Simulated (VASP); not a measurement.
# Zn3Cd (I4/mmm) in VASP: further runs

Zn3Cd is run at these levels: LDA; tasks: single point.

Everything below comes from runs of VASP 6.6.1. Logs are shortened: lines on timing, memory, paths and dates and some standing lists are left out, and cuts for length are marked.

## 1. The cell of the first run

The structure is tetragonal, space group I4/mmm (No. 139). Conventional cell: a = 4.002 Å, b = 4.002 Å, c = 7.978 Å, α = 90.00°, β = 90.00°, γ = 90.00°. Zn (site symmetry -4m2) has 8 Zn at 2.83 Å and 4 Cd at 2.83 Å within 3.7 Å. Zn (site symmetry 4/mmm) has 8 Zn at 2.83 Å and 4 Cd at 2.83 Å within 3.7 Å. Cd (site symmetry 4/mmm) has 12 Zn at 2.83 Å within 3.7 Å.

## 2. Single point, LDA

File INCAR:

```
SYSTEM = Zn3Cd
  PREC = Accurate
  ENCUT = 520
  EDIFF = 1E-7
  ISMEAR = 1
  SIGMA = 0.1
  LREAL = .FALSE.
  LASPH = .TRUE.
  NELM = 60
  ALGO = Normal
  ISIF = 2
  LWAVE = .FALSE.
  LCHARG = .FALSE.
  GGA = CA
  NBANDS = 32
```

File KPOINTS:

```
Automatic mesh
0
G
  8 8 8
  0 0 0
```

File POSCAR:

```
Zn3Cd
1.0
   -2.0009029752      2.0009029752      3.9887531477
    2.0009029752     -2.0009029752      3.9887531477
    2.0009029752      2.0009029752     -3.9887531477
Zn Cd
3 1
Direct
    0.7500000000      0.2500000000      0.5000000000
    0.2500000000      0.7500000000      0.5000000000
    0.5000000000      0.5000000000      0.0000000000
    0.0000000000      0.0000000000      0.0000000000
```

Potentials or basis: VASP PAW LDA potentials, release 64 (Zn, Cd).

Command:

```bash
> cat potpaw_LDA.64/Zn/POTCAR potpaw_LDA.64/Cd/POTCAR > POTCAR
> mpirun -np 1 vasp_std > vasp.out
```

OUTCAR:

```text
SYSTEM = Zn3Cd
   PREC = Accurate
   ENCUT = 520
   EDIFF = 1E-7
   ISMEAR = 1
   LREAL = .FALSE.
   LASPH = .TRUE.
   NELM = 60
   ISIF = 2
   GGA = CA

 ion  position               nearest neighbor table
   1  0.750  0.250  0.500-   3 2.83   4 2.83   3 2.83   4 2.83   3 2.83   4 2.83   3 2.83   4 2.83
                             2 2.83   2 2.83   2 2.83   2 2.83
   2  0.250  0.750  0.500-   4 2.83   3 2.83   3 2.83   4 2.83   3 2.83   4 2.83   4 2.83   3 2.83
                             1 2.83   1 2.83   1 2.83   1 2.83
   3  0.500  0.500  0.000-   2 2.83   1 2.83   1 2.83   2 2.83   1 2.83   2 2.83   2 2.83   1 2.83
                             4 2.83   4 2.83   4 2.83   4 2.83
   4  0.000  0.000  0.000-   1 2.83   2 2.83   1 2.83   2 2.83   1 2.83   2 2.83   1 2.83   2 2.83
                             3 2.83   3 2.83   3 2.83   3 2.83

  LATTYP: Found a body centered tetragonal cell.
 ALAT       =     4.0018059504
 C/A-ratio  =     1.9934765439

  Lattice vectors:

 A1 = (  -2.0009029752,   2.0009029752,   3.9887531477)
 A2 = (   2.0009029752,  -2.0009029752,   3.9887531477)
 A3 = (   2.0009029752,   2.0009029752,  -3.9887531477)

Analysis of symmetry for initial positions (statically):
=====================================================================
 Subroutine PRICEL returns:
 Original cell was already a primitive cell.

 Routine SETGRP: Setting up the symmetry group for a
 body centered tetragonal supercell.

 Subroutine GETGRP returns: Found 16 space group operations
 (whereof 16 operations were pure point group operations)
 out of a pool of 16 trial point group operations.

The static configuration has the point symmetry D_4h.

Analysis of symmetry for dynamics (positions and initial velocities):
=====================================================================
 Subroutine PRICEL returns:
 Original cell was already a primitive cell.

 Routine SETGRP: Setting up the symmetry group for a
 body centered tetragonal supercell.

 Subroutine GETGRP returns: Found 16 space group operations
 (whereof 16 operations were pure point group operations)
 out of a pool of 16 trial point group operations.

The dynamic configuration has the point symmetry D_4h.

 Subroutine INISYM returns: Found 16 space group operations
 (whereof 16 operations are pure point group operations),
 and found     1 'primitive' translations

----------------------------------------------------------------------------------------

                                     Primitive cell

  volume of cell :      63.8777
[... 94 lines left out ...]
   LREAL  =      F    real-space projection
   EDIFFG = 0.1E-05   stopping-criterion for IOM
   NSW    =      0    number of steps for IOM
   IBRION =     -1    ionic relax: 0-MD 1-quasi-New 2-CG
   NFREE  =      0    steps in history (QN), initial steepest desc. (CG)
   ISIF   =      2    stress and relaxation
   ISYM   =      2    0-nonsym 1-usesym 2-fastsym
   POTIM  = 0.5000    time-step for ionic-motion
   TEBEG  =    0.0;   TEEND  =   0.0 temperature during run
   PSTRESS=    0.0 pullay stress
   NELECT =      48.0000    total number of electrons
   NUPDOWN=      -1.0000    fix difference up-down
   EMIN   =  10.00;   EMAX   =-10.00  energy-range for DOS
   EFERMI =   0.00;   METHOD = LEGACY
   ISMEAR =     1;   SIGMA  =   0.10  broadening in eV -4-tet -1-fermi 0-gaus
   EFERMI_NEDOS =   21; number of points for ismear=-14 and -15
   IALGO  =     38    algorithm
   IMIX   =      4    mixing-type and parameters
     AMIX     =   0.40;   BMIX     =  1.00
     AMIX_MAG =   1.60;   BMIX_MAG =  1.00
  volume/ion in A,a.u.               =      15.97       107.77
  Fermi-wavevector in a.u.,A,eV,Ry     =   1.488351  2.812576 30.139492  2.215190
  Thomas-Fermi vector in A             =   2.601397
   LORBIT       =      0    0 simple, 1 ext, 2 COOP (PROOUT), +10 PAW based schemes
   GGA     = CA    functional components
   LHFCALC =     F    Hartree Fock is set to
   AEXX    =    0.0000 exact exchange contribution
   IVDW    =     0    specifies the selected vdW correction
   LEPSILON=     F    determine dielectric tensor
   LRPA    =     F    only Hartree local field effects (RPA)
 non-spin polarized calculation
 Methfessel and Paxton  Order N= 1 SIGMA  =   0.10
  energy-cutoff  :      520.00
  volume of cell :       63.88
 maximum number of plane-waves:      1756
   NGX = 19   NGY = 19   NGZ = 19

 number of electron      48.0000045 magnetization

 Free energy of the ion-electron system (eV)
  ---------------------------------------------------
  ext. energy  EPLUGINS =         0.00000000
  ---------------------------------------------------
  free energy    TOTEN  =        -6.77062278 eV

  energy without entropy =       -6.76992214  energy(sigma->0) =       -6.77038923

 E-fermi :   3.0914     XC(G=0): -12.0117

 val. band max:        3.0854311741   @ k =   0.2500   0.0000   0.0000
 cond. band min:       3.0976142731   @ k =  -0.3750   0.2500  -0.0000
 fundamental gap:      0.0121830990
 Fermi energy:         3.0913529924

 k-point     1 :       0.0000    0.0000    0.0000
  band No.  band energies     occupation
      1      -7.1436      2.00000
      2      -6.3076      2.00000
      3      -6.2907      2.00000
      4      -6.2636      2.00000
      5      -6.1180      2.00000
      6      -6.1180      2.00000
[... 829 lines left out ...]
     31      12.2742      0.00000
     32      12.4422      0.00000

 [... further k-points ...]

------------------------ aborting loop because EDIFF is reached ----------------------------------------

  FORCE on cell =-STRESS in cart. coord.  units (eV):
  Direction    XX          YY          ZZ          XY          YZ          ZX
  --------------------------------------------------------------------------------------
  -------------------------------------------------------------------------------------
  Total       -1.4566519     -1.4566519     -0.4947915      0.0000000      0.0000000     -0.0000000
  in kB      -36.5356766    -36.5356766    -12.4103372      0.0000000      0.0000000     -0.0000000
  external PRESSURE =     -28.4938968 kB  Pullay stress =       0.0000000 kB

 VOLUME and BASIS-vectors are now :
 -----------------------------------------------------------------------------
  energy-cutoff  :      520.00
  volume of cell :       63.88
      direct lattice vectors                 reciprocal lattice vectors
    -2.000902975  2.000902975  3.988753148     0.000000000  0.249887179  0.125352455
     2.000902975 -2.000902975  3.988753148     0.249887179  0.000000000  0.125352455
     2.000902975  2.000902975 -3.988753148     0.249887179  0.249887179  0.000000000

 POSITION                                       TOTAL-FORCE (eV/Angst)
 -----------------------------------------------------------------------------------
      0.00000      2.00090      1.99438        -0.000000      0.000000      0.000000
      2.00090      0.00000      1.99438         0.000000     -0.000000     -0.000000
      0.00000      0.00000      3.98875         0.000000      0.000000      0.000000
      0.00000      0.00000      0.00000         0.000000      0.000000      0.000000
 -----------------------------------------------------------------------------------
    total drift:                               -0.000000      0.000000      0.000000

  FREE ENERGIE OF THE ION-ELECTRON SYSTEM (eV)
  ---------------------------------------------------
  free  energy   TOTEN  =        -6.7706227762 eV

  energy  without entropy=       -6.7699221386  energy(sigma->0) =       -6.77038923
```

OSZICAR:

```text
N       E                     dE             d eps       ncg     rms          rms(c)
DAV:   1     0.354897828327E+03    0.35490E+03   -0.23692E+04  3840   0.224E+03
DAV:   2     0.155449800749E+02   -0.33935E+03   -0.31815E+03  3816   0.433E+02
DAV:   3    -0.696495094438E+01   -0.22510E+02   -0.22287E+02  4264   0.124E+02
DAV:   4    -0.722325415193E+01   -0.25830E+00   -0.25823E+00  4208   0.137E+01
DAV:   5    -0.722424716385E+01   -0.99301E-03   -0.99299E-03  4280   0.756E-01    0.731E+00
DAV:   6    -0.681289293395E+01    0.41135E+00   -0.15367E+00  4392   0.195E+01    0.526E+00
DAV:   7    -0.678159465026E+01    0.31298E-01   -0.10640E-01  4368   0.606E+00    0.297E+00
DAV:   8    -0.677065742441E+01    0.10937E-01   -0.16438E-02  4800   0.175E+00    0.114E-01
DAV:   9    -0.677060641270E+01    0.51012E-04   -0.13571E-03  4168   0.478E-01    0.626E-02
DAV:  10    -0.677062400409E+01   -0.17591E-04   -0.19777E-04  4344   0.304E-01    0.195E-02
DAV:  11    -0.677062295001E+01    0.10541E-05   -0.24048E-05  4336   0.154E-01    0.102E-02
DAV:  12    -0.677062267718E+01    0.27284E-06   -0.63876E-06  4976   0.396E-02    0.297E-03
DAV:  13    -0.677062279574E+01   -0.11856E-06   -0.10787E-06  4080   0.116E-02    0.192E-03
DAV:  14    -0.677062277622E+01    0.19519E-07   -0.14612E-07  2040   0.602E-03
   1 F= -.67706228E+01 E0= -.67703892E+01  d E =-.700638E-03
```

Wall time 1.7 min (1 thread of Intel Xeon Platinum 8259CL at 2.50GHz (Skylake/Cascade Lake), shared host); peak memory 0.24 GiB.

What came out:

| Property | Result |
| --- | --- |
| Free energy | -6.7706 eV |
| Pressure | -2.8 GPa |
| Band gap on the k mesh | zero (band 24 reaches 5.39 eV, above the bottom of band 25 at 1.75 eV) |

## 3. Single point, LDA

This run uses another cell than the first one, of 16.30 Å³/atom, 1.020 times its volume.

File INCAR:

```
PREC = Accurate
ENCUT = 520
EDIFF = 1E-7
ISMEAR = 1
SIGMA = 0.1
LREAL = F
LASPH = T
NELM = 80
ALGO = Normal
ISIF = 2
LWAVE = F
LCHARG = F
NBANDS = 32
```

File KPOINTS:

```
Automatic mesh
0
Gamma
  8 8 8
```

File POSCAR:

```
Zn3Cd
1.0
   -2.0144230000      2.0144230000      4.0157050000
    2.0144230000     -2.0144230000      4.0157050000
    2.0144230000      2.0144230000     -4.0157050000
Zn Cd
3 1
Direct
    0.7500000000      0.2500000000      0.5000000000
    0.2500000000      0.7500000000      0.5000000000
    0.5000000000      0.5000000000      0.0000000000
    0.0000000000      0.0000000000      0.0000000000
```

Potentials or basis: VASP PAW LDA potentials, release 64 (Zn, Cd).

Command:

```bash
> cat potpaw_LDA.64/Zn/POTCAR potpaw_LDA.64/Cd/POTCAR > POTCAR
> mpirun -np 1 vasp_std > vasp.out
```

It took 2.2 min on 1 thread of Intel Xeon Platinum 8259CL at 2.50GHz (Skylake/Cascade Lake), shared host; peak memory 0.26 GiB.

It converged, with:

| Item | Value |
| --- | --- |
| Free energy | -6.7420 eV |
| Pressure | -4.2 GPa |
| Band gap on the k mesh | zero (band 24 reaches 5.22 eV, above the bottom of band 25 at 1.56 eV) |

Stress tensor (GPa, compression positive):
```
-4.88  0.00  0.00
 0.00 -4.88  0.00
 0.00  0.00 -2.69
```

Levels at points of the mesh, in eV from the Fermi level:
```
           k point  band 20  band 21  band 22  band 23  band 24  band 25  band 26  band 27  band 28  band 29
(0.00, 0.00, 0.00)    -7.01    -6.95    -0.91     1.74     2.25     2.25     2.27     2.35     2.35     3.53
(0.50, 0.00, 0.00)    -7.07    -6.33    -6.24    -1.59    -1.15     2.99     3.08     3.58     4.26     7.71
(0.50, 0.50, 0.00)    -7.04    -4.62    -4.28    -2.77    -2.72    -1.38    -1.16     5.10     5.18     5.29
(0.50, 0.50, 0.50)    -7.00    -6.96    -6.95    -0.96    -0.96     1.55     1.95     7.54     7.96     7.96
```

## 4. Single point, LDA

This run uses another cell than the first one, of 16.62 Å³/atom, 1.041 times its volume.

File INCAR:

```
SYSTEM = Zn3Cd
PREC = Accurate ; ENCUT = 520
EDIFF = 1E-6 ; ISMEAR = 1
SIGMA = 0.1 ; LREAL = .False.
LASPH = .True. ; NELM = 100
ALGO = Normal ; ISIF = 2
LWAVE = .False. ; LCHARG = .True.
GGA = CA ; LELF = .True.
LVHAR = .True. ; NBANDS = 32
```

File KPOINTS:

```
Automatic mesh
0
Gamma
  8 8 8
  0 0 0
```

File POSCAR:

```
Zn3Cd
1.0
   -2.0277639385      2.0277639385      4.0422998479
    2.0277639385     -2.0277639385      4.0422998479
    2.0277639385      2.0277639385     -4.0422998479
Zn Cd
3 1
Direct
    0.7500000000      0.2500000000      0.5000000000
    0.2500000000      0.7500000000      0.5000000000
    0.5000000000      0.5000000000      0.0000000000
    0.0000000000      0.0000000000      0.0000000000
```

Command:

```bash
> cat potpaw_LDA.64/Zn/POTCAR potpaw_LDA.64/Cd/POTCAR > POTCAR
> mpirun -np 1 vasp_std > vasp.out
```

It took 2.5 min on 1 thread of Intel Xeon Platinum 8259CL at 2.50GHz (Skylake/Cascade Lake), shared host; peak memory 0.26 GiB.

It converged, with:

| Property | Result |
| --- | --- |
| Free energy | -6.7031 eV |
| Pressure | -5.3 GPa |
| Band gap on the k mesh | zero (band 24 reaches 5.06 eV, above the bottom of band 25 at 1.38 eV) |

Stress tensor (GPa, compression positive):
```
-5.97  0.00  0.00
 0.00 -5.97  0.00
 0.00  0.00 -3.98
```

Levels at points of the mesh, in eV from the Fermi level:
| k point | band 20 | band 21 | band 22 | band 23 | band 24 | band 25 | band 26 | band 27 | band 28 | band 29 |
| --- | --- | --- | --- | --- | --- | --- | --- | --- | --- | --- |
| (0.00, 0.00, 0.00) | -6.99 | -6.93 | -0.86 | 1.66 | 2.17 | 2.24 | 2.24 | 2.34 | 2.34 | 3.41 |
| (0.50, 0.00, 0.00) | -7.04 | -6.27 | -6.18 | -1.58 | -1.14 | 2.96 | 3.05 | 3.51 | 4.17 | 7.61 |
| (0.50, 0.50, 0.00) | -7.01 | -4.57 | -4.24 | -2.69 | -2.64 | -1.42 | -1.20 | 5.05 | 5.11 | 5.21 |
| (0.50, 0.50, 0.50) | -6.93 | -6.93 | -6.90 | -0.91 | -0.91 | 1.47 | 1.87 | 7.46 | 7.87 | 7.87 |

## 5. Summary

```csv
cell,gap on the mesh (eV),pressure (GPa)
"a = 4.891 Å, angles 131.7, 131.7, 70.7°, 4 atoms",none,-2.8
"a = 4.924 Å, angles 131.7, 131.7, 70.7°, 4 atoms",none,-4.2
"a = 4.956 Å, angles 131.7, 131.7, 70.7°, 4 atoms",none,-5.3
```

Alike in all rows: task single point; level LDA; potentials or basis VASP PAW LDA potentials, release 64 (Zn, Cd); no spin polarisation; k mesh 8 × 8 × 8; cutoff (eV) 520; smearing methfessel-paxton 0.1 eV.

Total energies depend on the potentials used, so only differences within one code and one set of settings carry meaning.
